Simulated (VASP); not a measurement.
Input of a VASP 6.6.1 run:

The input INCAR:

```
SYSTEM = KTaO3
PREC = Accurate
ENCUT = 520
EDIFF = 1E-6
ISMEAR = 0
SIGMA = 0.05
LREAL = .False.
LASPH = .True.
NELM = 100
ALGO = Normal
ISIF = 2
LWAVE = .False.
LCHARG = .False.
GGA = PS
NBANDS = 27
```

File KPOINTS:

```
Automatic mesh
0
Gamma
  8 8 8
  0 0 0
```

The input POSCAR:

```
KTaO3
1.0
    3.6864562343      0.0000000000      0.0000000000
    0.0000000000      3.9853580911      0.0000000000
    0.0000000000      0.0000000000      4.2045527861
K Ta O
1 1 3
Direct
    0.5000000000      0.5000000000      0.5000000000
    0.0000000000      0.0000000000      0.0000000000
    0.5000000000      0.0000000000      0.0000000000
    0.0000000000      0.5000000000      0.0000000000
    0.0000000000      0.0000000000      0.5000000000
```

Potentials or basis: VASP PAW PBE potentials, release 64 (K_sv, Ta_pv, O).

Run with:

```bash
$ cat potpaw_PBE.64/K_sv/POTCAR potpaw_PBE.64/Ta_pv/POTCAR potpaw_PBE.64/O/POTCAR > POTCAR
$ mpirun -np 1 vasp_std > vasp.out
```

Question: Estimate the pressure.

Answer: 11.7 GPa.

Question: Predict the band gap on the k mesh.

Answer: 1.92 eV (least direct gap 2.36 eV).

Stress tensor (GPa, compression positive):
```
 45.79   0.00   0.00
  0.00   3.28   0.00
  0.00   0.00 -13.95
```

Caveat: the cell differs from its parent crystal (normal strain along x -0.0750, normal strain along z +0.0550); the cell stands under pressure; the PAW data sets were made with another functional, which shifts forces and pressure a little; spin-orbit coupling is left out, which moves the levels of the heavy elements. A k mesh can miss the band edges.
